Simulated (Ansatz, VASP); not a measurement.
**Two plane-wave programs on Au**

File POSCAR:

```
Au
1.0
   -1.7898505200      1.7898505200      1.5246874800
    1.7898505200     -1.7898505200      1.5246874800
    1.7898505200      1.7898505200     -1.5246874800
Au
1
Direct
    0.0000000000      0.0000000000      0.0000000000
```

Contents of INCAR.step1:

```
PREC = Accurate ; ENCUT = 520
ISMEAR = 0 ; SIGMA = 0.15
LREAL = False ; LASPH = True
NELM = 100 ; NBANDS = 12
GGA = PE ; ALGO = Normal
EDIFF = 1E-4 ; LWAVE = True
LCHARG = False
```

The input INCAR.step2:

```
PREC = Accurate ; ENCUT = 520
EDIFF = 1E-6 ; ISMEAR = 0
SIGMA = 0.15 ; LREAL = False
LASPH = True ; NELM = 100
ALGO = Normal ; ISIF = 2
LWAVE = False ; LCHARG = True
METAGGA = R2SCAN ; LMIXTAU = True
LELF = True ; LVHAR = True
NBANDS = 12 ; ISTART = 1
```

Contents of KPOINTS:

```
Automatic mesh
0
Gamma
  24 24 24
```

Input for Ansatz:

```yaml
crystal:
  lattice:
    - [-1.78985052, 1.78985052, 1.52468748]
    - [1.78985052, -1.78985052, 1.52468748]
    - [1.78985052, 1.78985052, -1.52468748]
  atoms:
    - { symbol: Au, position: [0.0, 0.0, 0.0] }
basis:
  ecutwfc: 500
kpoints:
  mp_grid: { grid: [24, 24, 24] }
hamiltonian:
  xc: r2scan
scf:
  occupations: { method: gaussian, width: 0.15 }
output:
  forces: true
  stress: true
  eigenvalues: true
```

Change from the starting cell: strain +0.080 along x and y, -0.080 along z, atoms carried along.

Alike in both runs: task single point; functional r2SCAN; k mesh 24 × 24 × 24; occupations gaussian, width 0.15 eV; no spin polarisation.

|  | VASP | Ansatz |
| --- | --- | --- |
| version | VASP 6.6.1 | Ansatz 0.2.0 |
| potentials or method | VASP PAW PBE potentials, release 64 (Au), cutoff 520 eV | scalar-relativistic, plane waves, PAW |
| valence electrons in the cell | 11 | 19 |

|  | VASP | Ansatz | Ansatz less VASP |
| --- | --- | --- | --- |
| gap on the k mesh at the Fermi level (eV) | none | none | - |
| pressure (GPa) | -11.1 | -11.3 | -0.14 |
| traceless stress, the component that is largest in VASP (GPa) | -1.22 | -1.21 | +0.011 |

VASP's potentials were made for PBE, not for r2SCAN. A gap of «none» marks a metal or a gap that the smearing closes. VASP's potentials hold 11 valence electrons a cell and Ansatz's 19, so a difference there can come from the potentials and not from the codes.

Neither program's run includes spin-orbit coupling.
